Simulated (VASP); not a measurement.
Crystal: SnTe.

```xyz
2
Lattice="0.0000 3.1083 3.1083 3.1083 0.0000 3.1083 3.1083 3.1083 0.0000" Properties=species:S:1:pos:R:3 pbc="T T T"
Te    3.1083    3.1083    3.1083
Sn    0.0000    0.0000    0.0000
```

Base run:

```yaml
Program: VASP 6.6.1
Functional: PBE exchange alone
Potentials_or_basis: VASP PAW PBE potentials, release 64 (Te, Sn_d)
Cutoff: 520 eV
k_mesh: 7 × 7 × 7
Occupations: fermi-dirac, width 0.05 eV
Spin: no spin polarisation
```

Its results: pressure 14.1 GPa.

Question: The run is repeated on the same cell with these changes: functional from PBE exchange alone to r2SCAN. What comes out?

Answer: Pressure 3.8 GPa.

Caveats: the PAW data sets were made with another functional, which shifts forces and pressure a little (some runs).
